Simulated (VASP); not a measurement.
A run of VASP 6.6.1:

The input INCAR:

```
PREC = Accurate
ENCUT = 520
EDIFF = 1E-8
ISMEAR = 1
SIGMA = 0.1
LREAL = F
LASPH = T
NELM = 60
ALGO = Normal
ISIF = 2
LWAVE = F
LCHARG = F
GGA = PS
NBANDS = 15
IBRION = 8
NSW = 1
```

Contents of KPOINTS:

```
Automatic mesh
0
Gamma
  8 8 12
```

POSCAR

```
Li2Pt
1.0
    4.1860000000      0.0000000000      0.0000000000
   -2.0930000000      3.6251820000      0.0000000000
    0.0000000000      0.0000000000      2.6610000000
Li Pt
2 1
Direct
    0.3333333333      0.6666666667      0.5000000000
    0.6666666667      0.3333333333      0.5000000000
    0.0000000000      0.0000000000      0.0000000000
```

Potentials or basis: VASP PAW PBE potentials, release 64 (Li_sv, Pt).

Command:

```sh
$ cat potpaw_PBE.64/Li_sv/POTCAR potpaw_PBE.64/Pt/POTCAR > POTCAR
$ mpirun -np 1 vasp_std > vasp.out
```

Hardware: 1 thread of Intel(R) Xeon(R) Platinum 8488C (Sapphire Rapids), on a shared host.

How long does it take, and how much memory?

It took 7.3 min on 1 thread of Intel(R) Xeon(R) Platinum 8488C (Sapphire Rapids), on a shared host, peak memory 0.4 GiB. Counts: scf iterations 83, k points 70.
